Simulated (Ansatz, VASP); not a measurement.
# TlSnCl3: VASP beside Ansatz

```
Tl Sn Cl
1.0
     5.51736    0.00000    0.00000
     0.00000    5.51736    0.00000
     0.00000    0.00000    5.51736
Tl Sn Cl
1 1 3
Direct
  0.00000 0.00000 0.00000
  0.50000 0.50000 0.50000
  0.50000 0.50000 0.00000
  0.50000 0.00000 0.50000
  0.00000 0.50000 0.50000
```

Alike in both runs: task single point; functional LDA; k mesh 6 × 6 × 6; no spin polarisation.

|  | VASP | Ansatz |
| --- | --- | --- |
| version | VASP 6.6.1 | Ansatz 0.2.0 |
| potentials or method | VASP PAW LDA potentials, release 64 (Tl_d, Sn_d, Cl) | plane waves, PAW |
| plane-wave cutoff (eV) | 520 | 420 |
| occupations | gaussian, width 0.01 eV | fixed |
| valence electrons in the cell | 48 | 48 |

|  | VASP | Ansatz | Ansatz less VASP |
| --- | --- | --- | --- |
| gap on the k mesh at the Fermi level (eV) | 0.45 | 0.48 | +0.032 |
| pressure (GPa) | -2.2 | -2.2 | +0.01 |

LDA's correlation is that of Perdew and Zunger in VASP and of Perdew and Wang (1992) in Ansatz.

Neither program's run includes spin-orbit coupling.
